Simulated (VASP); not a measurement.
# NaI (P6_3/mmc) in VASP: single point with PBE

Aim: the single point of NaI with PBE.

Everything below comes from runs of VASP 6.6.1. Logs are shortened: lines on timing, memory, paths and dates and some standing lists are left out, and cuts for length are marked.

### 1 The cell of the first run

It takes space group P6_3/mmc (No. 194, hexagonal). Conventional cell: a = 4.505 Å, b = 4.505 Å, c = 7.676 Å, α = 90.00°, β = 90.00°, γ = 120.00°. Na (site symmetry -3m) has 6 I at 3.23 Å and 2 Na at 3.84 Å within 4.3 Å. I (site symmetry -6m2) has 6 Na at 3.23 Å within 4.3 Å.

### 2 Single point, PBE

Contents of INCAR:

```
PREC = Accurate ; ENCUT = 520
EDIFF = 1E-6 ; ISMEAR = 0
SIGMA = 0.01 ; LREAL = F
LASPH = T ; NELM = 80
ALGO = Normal ; ISIF = 2
LWAVE = F ; LCHARG = T
GGA = PE ; LELF = T
LVHAR = T ; NBANDS = 22
```

Contents of KPOINTS:

```
Automatic mesh
0
Gamma
  6 6 2
```

Contents of POSCAR:

```
NaI
1.0
    4.5046454533      0.0000000000      0.0000000000
   -2.2523227266      3.9011373976      0.0000000000
    0.0000000000      0.0000000000      7.6757022699
Na I
2 2
Direct
    0.0000000000      0.0000000000      0.0000000000
    0.0000000000      0.0000000000      0.5000000000
    0.3333333333      0.6666666667      0.2500000000
    0.6666666667      0.3333333333      0.7500000000
```

Potentials or basis: VASP PAW PBE potentials, release 64 (Na_pv, I).

Launch:

```
$ cat potpaw_PBE.64/Na_pv/POTCAR potpaw_PBE.64/I/POTCAR > POTCAR
$ mpirun -np 1 vasp_std > vasp.out
```

OUTCAR:

```text
PREC = Accurate
   ENCUT = 520
   EDIFF = 1E-6
   ISMEAR = 0
   LREAL = F
   LASPH = T
   NELM = 80
   ISIF = 2
   GGA = PE

 ion  position               nearest neighbor table
   1  0.000  0.000  0.000-
   2  0.000  0.000  0.500-
   3  0.333  0.667  0.250-
   4  0.667  0.333  0.750-

  LATTYP: Found a hexagonal cell.
 ALAT       =     4.5046454533
 C/A-ratio  =     1.7039525862

  Lattice vectors:

 A1 = (   4.5046454533,   0.0000000000,   0.0000000000)
 A2 = (  -2.2523227266,   3.9011373976,   0.0000000000)
 A3 = (   0.0000000000,   0.0000000000,   7.6757022699)

Analysis of symmetry for initial positions (statically):
=====================================================================
 Subroutine PRICEL returns:
 Original cell was already a primitive cell.

 Routine SETGRP: Setting up the symmetry group for a
 hexagonal supercell.

 Subroutine GETGRP returns: Found 24 space group operations
 (whereof 12 operations were pure point group operations)
 out of a pool of 24 trial point group operations.

The static configuration has the point symmetry D_3d.
 The point group associated with its full space group is D_6h.

Analysis of symmetry for dynamics (positions and initial velocities):
=====================================================================
 Subroutine PRICEL returns:
 Original cell was already a primitive cell.

 Routine SETGRP: Setting up the symmetry group for a
 hexagonal supercell.

 Subroutine GETGRP returns: Found 24 space group operations
 (whereof 12 operations were pure point group operations)
 out of a pool of 24 trial point group operations.

The dynamic configuration has the point symmetry D_3d.
 The point group associated with its full space group is D_6h.

 Subroutine INISYM returns: Found 24 space group operations
 (whereof 12 operations are pure point group operations),
 and found     1 'primitive' translations

----------------------------------------------------------------------------------------

[... 76 lines left out ...]
   PREC   = accura    normal or accurate (medium, high low for compatibility)
   ISTART =      0    job   : 0-new  1-cont  2-samecut
   ICHARG =      2    charge: 1-file 2-atom 10-const
   ISPIN  =      1    spin polarized calculation?
   LNONCOLLINEAR =      F non collinear calculations
   LSORBIT =      F    spin-orbit coupling
   LASPH  =      T    aspherical Exc in radial PAW
   ENCUT  =  520.0 eV  38.22 Ry    6.18 a.u.   8.38  8.38 14.27*2*pi/ulx,y,z
   NELM   =     80;   NELMIN=  2; NELMDL= -5     # of ELM steps
   EDIFF  = 0.1E-05   stopping-criterion for ELM
   LREAL  =      F    real-space projection
   EDIFFG = 0.1E-04   stopping-criterion for IOM
   NSW    =      0    number of steps for IOM
   IBRION =     -1    ionic relax: 0-MD 1-quasi-New 2-CG
   NFREE  =      0    steps in history (QN), initial steepest desc. (CG)
   ISIF   =      2    stress and relaxation
   ISYM   =      2    0-nonsym 1-usesym 2-fastsym
   POTIM  = 0.5000    time-step for ionic-motion
   TEBEG  =    0.0;   TEEND  =   0.0 temperature during run
   PSTRESS=    0.0 pullay stress
   NELECT =      28.0000    total number of electrons
   NUPDOWN=      -1.0000    fix difference up-down
   EMIN   =  10.00;   EMAX   =-10.00  energy-range for DOS
   EFERMI =   0.00;   METHOD = LEGACY
   ISMEAR =     0;   SIGMA  =   0.01  broadening in eV -4-tet -1-fermi 0-gaus
   EFERMI_NEDOS =   21; number of points for ismear=-14 and -15
   IALGO  =     38    algorithm
   IMIX   =      4    mixing-type and parameters
     AMIX     =   0.40;   BMIX     =  1.00
     AMIX_MAG =   1.60;   BMIX_MAG =  1.00
  volume/ion in A,a.u.               =      33.72       227.57
  Fermi-wavevector in a.u.,A,eV,Ry     =   0.969328  1.831765 12.783995  0.939597
  Thomas-Fermi vector in A             =   2.099372
   LORBIT       =      0    0 simple, 1 ext, 2 COOP (PROOUT), +10 PAW based schemes
   GGA     = PE    functional components
   LHFCALC =     F    Hartree Fock is set to
   AEXX    =    0.0000 exact exchange contribution
   IVDW    =     0    specifies the selected vdW correction
   LEPSILON=     F    determine dielectric tensor
   LRPA    =     F    only Hartree local field effects (RPA)
 non-spin polarized calculation
 Gauss-broadening in eV      SIGMA  =   0.01
  energy-cutoff  :      520.00
  volume of cell :      134.89
 maximum number of plane-waves:      3671
 NGX is ok and might be reduce to    36
   NGX = 17   NGY = 17   NGZ = 29

 number of electron      28.0000016 magnetization

 Free energy of the ion-electron system (eV)
  ---------------------------------------------------
  ext. energy  EPLUGINS =         0.00000000
  ---------------------------------------------------
  free energy    TOTEN  =       -10.72250234 eV

  energy without entropy =      -10.72250234  energy(sigma->0) =      -10.72250234

 E-fermi :   1.0205     XC(G=0):  -7.7209

 val. band max:        0.8998770001   @ k =   0.0000   0.0000   0.0000
 cond. band min:       4.4641462915   @ k =   0.0000   0.0000   0.0000
 fundamental gap:      3.5642692914
 Fermi energy:         1.0204844595

 k-point     1 :       0.0000    0.0000    0.0000
  band No.  band energies     occupation
      1     -21.6232      2.00000
      2     -21.6106      2.00000
      3     -21.6106      2.00000
      4     -21.6090      2.00000
      5     -21.6090      2.00000
      6     -21.6070      2.00000
[... 339 lines left out ...]
     21       9.2205      0.00000
     22       9.2205      0.00000

------------------------ aborting loop because EDIFF is reached ----------------------------------------

  FORCE on cell =-STRESS in cart. coord.  units (eV):
  Direction    XX          YY          ZZ          XY          YZ          ZX
  --------------------------------------------------------------------------------------
  -------------------------------------------------------------------------------------
  Total        0.4581580      0.4581580      0.4368599      0.0000000      0.0000000      0.0000000
  in kB        5.4419671      5.4419671      5.1889888      0.0000000      0.0000000      0.0000000
  external PRESSURE =       5.3576410 kB  Pullay stress =       0.0000000 kB

 VOLUME and BASIS-vectors are now :
 -----------------------------------------------------------------------------
  energy-cutoff  :      520.00
  volume of cell :      134.89
      direct lattice vectors                 reciprocal lattice vectors
     4.504645453  0.000000000  0.000000000     0.221993054  0.128167749  0.000000000
    -2.252322727  3.901137398  0.000000000     0.000000000  0.256335499  0.000000000
     0.000000000  0.000000000  7.675702270     0.000000000  0.000000000  0.130281239

 POSITION                                       TOTAL-FORCE (eV/Angst)
 -----------------------------------------------------------------------------------
      0.00000      0.00000      0.00000        -0.000000      0.000000      0.000000
      0.00000      0.00000      3.83785        -0.000000      0.000000      0.000000
     -0.00000      2.60076      1.91893         0.000000     -0.000000      0.000000
      2.25232      1.30038      5.75678         0.000000      0.000000     -0.000000
 -----------------------------------------------------------------------------------
    total drift:                               -0.000000      0.000000      0.000000

  FREE ENERGIE OF THE ION-ELECTRON SYSTEM (eV)
  ---------------------------------------------------
  free  energy   TOTEN  =       -10.7225023431 eV

  energy  without entropy=      -10.7225023431  energy(sigma->0) =      -10.72250234
```

OSZICAR:

```text
N       E                     dE             d eps       ncg     rms          rms(c)
DAV:   1     0.217761896660E+03    0.21776E+03   -0.12977E+04   648   0.116E+03
DAV:   2     0.755084541658E+01   -0.21021E+03   -0.20052E+03   728   0.286E+02
DAV:   3    -0.102998303139E+02   -0.17851E+02   -0.17757E+02   762   0.908E+01
DAV:   4    -0.108370524018E+02   -0.53722E+00   -0.53687E+00   756   0.158E+01
DAV:   5    -0.108548762034E+02   -0.17824E-01   -0.17823E-01   860   0.279E+00    0.232E+00
DAV:   6    -0.107353287496E+02    0.11955E+00   -0.15626E-01   744   0.199E+00    0.159E+00
DAV:   7    -0.107190600938E+02    0.16269E-01   -0.14712E-01   748   0.172E+00    0.811E-01
DAV:   8    -0.107225060722E+02   -0.34460E-02   -0.12295E-02   640   0.760E-01    0.322E-01
DAV:   9    -0.107224521358E+02    0.53936E-04   -0.79391E-04   676   0.205E-01    0.455E-02
DAV:  10    -0.107225018783E+02   -0.49743E-04   -0.11603E-04   750   0.930E-02    0.120E-02
DAV:  11    -0.107225017407E+02    0.13763E-06   -0.12235E-05   688   0.305E-02    0.316E-03
DAV:  12    -0.107225023431E+02   -0.60240E-06   -0.11834E-06   570   0.752E-03
   1 F= -.10722502E+02 E0= -.10722502E+02  d E =-.105183E-66
```

Run time: 39 s. Hardware: 1 thread of Intel Xeon 6975P-C, shared host; peak memory 0.26 GiB.

What came out:

```yaml
Free_energy: -10.7225 eV
Pressure: 0.5 GPa
Band_gap_on_the_k_mesh: 3.56 eV, direct
```

Caveat: spin-orbit coupling is left out, which moves the levels of the heavy elements. PBE gaps usually lie below the measured ones, often by a third to a half.
